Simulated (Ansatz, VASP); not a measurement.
# Ir: VASP beside Ansatz

The input INCAR:

```
ALGO = Normal
EDIFF = 1E-6
EDIFFG = -0.005
ENCUT = 600
GGA = PE
IBRION = 2
ISIF = 3
ISMEAR = 0
LASPH = T
LCHARG = F
LREAL = F
LWAVE = F
NELM = 80
NSW = 100
PREC = Accurate
SIGMA = 0.1
```

The input KPOINTS:

```
k-points
0
Gamma
  18 18 18
```

The input POSCAR:

```
Ir
1.0
    0.0000000000      1.9379612704      1.9379612704
    1.9379612704      0.0000000000      1.9379612704
    1.9379612704      1.9379612704      0.0000000000
Ir
1
Direct
    0.0000000000      0.0000000000      0.0000000000
```

Input for Ansatz:

```yaml
crystal:
  lattice:
    - [0.0, 1.9379612704, 1.9379612704]
    - [1.9379612704, 0.0, 1.9379612704]
    - [1.9379612704, 1.9379612704, 0.0]
  atoms:
    - { symbol: Ir, position: [0.0, 0.0, 0.0] }
basis:
  ecutwfc: 420
kpoints:
  mp_grid: { grid: [18, 18, 18] }
hamiltonian:
  xc: pbe
scf:
  occupations: { method: gaussian, width: 0.1 }
output:
  forces: true
  stress: true
  eigenvalues: true
  write_density: true
  write_potential: true
  elf: true
  volumetric_format: npy
relax:
  adjacent_minimum: "off"
  f_tol: 0.005
  max_steps: 80
  cell: { stress_tol: 0.05 }
```

Alike in both runs: task relaxation of cell and atoms; functional PBE; k mesh 18 × 18 × 18; occupations gaussian, width 0.1 eV; no spin polarisation.

|  | VASP | Ansatz |
| --- | --- | --- |
| version | VASP 6.6.1 | Ansatz 0.2.0 |
| potentials or method | VASP PAW PBE potentials, release 64 (Ir), cutoff 600 eV | scalar-relativistic, plane waves, PAW |
| valence electrons in the cell | 9 | 17 |

|  | VASP | Ansatz | Ansatz less VASP |
| --- | --- | --- | --- |
| gap on the k mesh at the Fermi level, each at its own relaxed structure (eV) | none | none | - |
| relaxed volume (Å³/atom) | 14.52 | 14.50 | -0.023 |
| relaxed cell length with the largest relative difference (Å) | 2.738 | 2.737 | -0.0015 |

A gap of «none» marks a metal or a gap that the smearing closes. VASP's potentials hold 9 valence electrons a cell and Ansatz's 17, so a difference there can come from the potentials and not from the codes.

Neither program's run includes spin-orbit coupling.
